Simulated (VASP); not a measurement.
Wanted: the native input for a VASP 6.6.1 run.

```
Task                   : single point
Functional             : PBE
Potentials or basis    : VASP PAW PBE potentials, release 64 (B, As)
Cutoff                 : 500 eV
k mesh                 : 2 × 2 × 2
Occupations            : gaussian, width 0.01 eV
Spin                   : no spin polarisation
Dipole correction      : no
Further INCAR settings : ALGO = Normal; EDIFF = 1e-06; NBANDS = 11
```

The structure of BAs lies in POSCAR:

```
BAs
1.0
    0.0000000000      2.3216190800      2.3216190800
    2.3216190800      0.0000000000      2.3216190800
    2.3216190800      2.3216190800      0.0000000000
B As
1 1
Direct
    0.0000000000      0.0000000000      0.0000000000
    0.2500000000      0.2500000000      0.2500000000
```

The input as run:

INCAR

```
PREC = Accurate
ENCUT = 500
EDIFF = 1E-6
ISMEAR = 0
SIGMA = 0.01
LREAL = F
LASPH = T
NELM = 120
ALGO = Normal
ISIF = 2
LWAVE = F
LCHARG = F
GGA = PE
NBANDS = 11
GGA_COMPAT = F
```

KPOINTS

```
regular mesh
0
Gamma
  2 2 2
```

Potentials or basis: VASP PAW PBE potentials, release 64 (B, As).

Run with:

```bash
$ cat potpaw_PBE.64/B/POTCAR potpaw_PBE.64/As/POTCAR > POTCAR
$ mpirun -np 1 vasp_std > vasp.out
```

It gave:

```yaml
Pressure: 32.5 GPa
Band_gap_on_the_k_mesh: 1.13 eV, indirect (least direct gap 3.22 eV)
```

Caveat: the k points lie up to 1.17 Å⁻¹ apart.

Run time: 8.1 s on 1 thread of Intel Xeon 8259CL, with other jobs on the host, peak memory 0.13 GiB.
